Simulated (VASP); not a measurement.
Here is a VASP 6.6.1 calculation.

The input INCAR:

```
PREC     = Accurate       # precision mode
ENCUT    = 520            # plane-wave cutoff, eV
EDIFF    = 1E-6           # SCF threshold, eV
ISMEAR   = 0              # smearing method
SIGMA    = 0.05           # smearing width, eV
LREAL    = F              # projectors in reciprocal space
LASPH    = T              # aspherical terms in the spheres
NELM     = 60             # most SCF steps
ALGO     = Normal         # electronic algorithm
ISIF     = 2              # what is computed and relaxed
LWAVE    = F              # write WAVECAR
LCHARG   = F              # write CHGCAR
GGA      = PS             # functional
NBANDS   = 26             # bands
```

File KPOINTS:

```
regular mesh
0
Gamma
  6 6 10
```

POSCAR

```
BN
1.0
    4.4312000000      0.0000000000      0.0000000000
    0.0000000000      4.4312000000      0.0000000000
    0.0000000000      0.0000000000      2.5380337638
B N
4 4
Direct
    0.1741337327      0.8258662673      0.5000000000
    0.3258662673      0.3258662673      0.0000000000
    0.6741337327      0.6741337327      0.0000000000
    0.8258662673      0.1741337327      0.5000000000
    0.8123909516      0.8123909516      0.5000000000
    0.3123909516      0.6876090484      0.0000000000
    0.6876090484      0.3123909516      0.0000000000
    0.1876090484      0.1876090484      0.5000000000
```

Potentials or basis: VASP PAW PBE potentials, release 64 (B, N).

Run with:

```console
$ cat potpaw_PBE.64/B/POTCAR potpaw_PBE.64/N/POTCAR > POTCAR
$ mpirun -np 1 vasp_std > vasp.out
```

(1) Predict the band gap on the k mesh.

(2) Predict the pressure.

Results:

(1) 4.61 eV (least direct gap 5.73 eV).

(2) -4.4 GPa.

Caveat: the stress differs along the axes, from -6 to -1 GPa; the PAW data sets were made with another functional, which shifts forces and pressure a little.
